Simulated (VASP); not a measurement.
**AgAu: relaxation of cell and atoms with LDA**

Crystal: AgAu.

```
Au Ag
1.0
     4.08000    0.00000    0.00000
     0.00000    4.08000    0.00000
     0.00000    0.00000    4.08000
Au Ag
2 2
Cartesian
  0.0000 0.0000 0.0000
  0.0000 2.0400 2.0400
  2.0400 0.0000 2.0400
  2.0400 2.0400 0.0000
```

```yaml
Program: VASP 6.6.1
Task: relaxation of cell and atoms
Functional: LDA
Potentials_or_basis: VASP PAW LDA potentials, release 64 (Au, Ag)
Cutoff: 600 eV
k_mesh: 4 × 4 × 4
Occupations: fermi-dirac, width 0.1 eV
Spin: no spin polarisation
Dipole_correction: no
Further_INCAR_settings: ALGO = Normal; EDIFF = 1e-06; IBRION = 2; EDIFFG = -0.02; NSW = 80; ISIF = 3
```

- Relaxed volume: 16.26 Å³/atom
- Relaxed cell: a = 4.021 Å, b = 4.022 Å, c = 4.022 Å, α = 90.00°, β = 90.00°, γ = 90.00°
- Space group after relaxing (to 0.05 Å): P4/mmm (No. 123)
- Energy gained by relaxing: 15.4 meV/atom
- Ionic steps: 3
- Pressure after relaxing: -0.1 GPa
- Band gap on the k mesh: zero (band 22 reaches 10.62 eV, above the bottom of band 23 at 8.63 eV)

Step by step:
```csv
step,energy change (eV),largest force (eV/Å),pressure (GPa),volume (Å³)
1,0.0000,0.0000,-6.45,67.92
2,0.0578,0.0000,11.30,61.42
3,-0.0615,0.0000,-0.10,65.06
```

Final structure:
```
Au Ag
1.0
     4.02145    0.00000    0.00000
     0.00000    4.02213    0.00000
     0.00000    0.00000    4.02213
Au Ag
2 2
Direct
  0.00000 0.00000 0.00000
  0.00000 0.50000 0.50000
  0.50000 0.00000 0.50000
  0.50000 0.50000 0.00000
```

Levels at points of the mesh, in eV from the Fermi level:
```tsv
k point	band 18	band 19	band 20	band 21	band 22	band 23	band 24	band 25	band 26
(0.00, 0.00, 0.00)	-2.20	-2.15	-2.15	-1.61	1.19	1.19	1.20	5.56	6.81
(0.50, 0.00, 0.00)	-3.41	-3.38	-2.70	-2.63	-1.60	5.20	5.78	5.78	6.81
(0.00, 0.50, 0.00)	-3.59	-3.06	-3.06	-2.19	-2.19	6.11	6.11	6.29	6.29
(0.50, 0.50, 0.00)	-3.58	-3.54	-3.54	-0.89	-0.89	0.04	0.04	8.92	8.92
(0.00, 0.50, 0.50)	-3.84	-3.24	-3.24	-0.64	-0.64	-0.12	-0.12	9.16	9.16
(0.50, 0.50, 0.50)	-2.34	-2.19	-2.19	-0.92	-0.92	-0.80	-0.80	2.65	2.65
```

Run time: 45 s on 1 thread of AMD EPYC 9R45 96-Core Processor (Zen 5), with other jobs on the host, peak memory 0.17 GiB.

Caveat: the k points lie up to 0.39 Å⁻¹ apart in the final cell; spin-orbit coupling is left out, which moves the levels of the heavy elements.
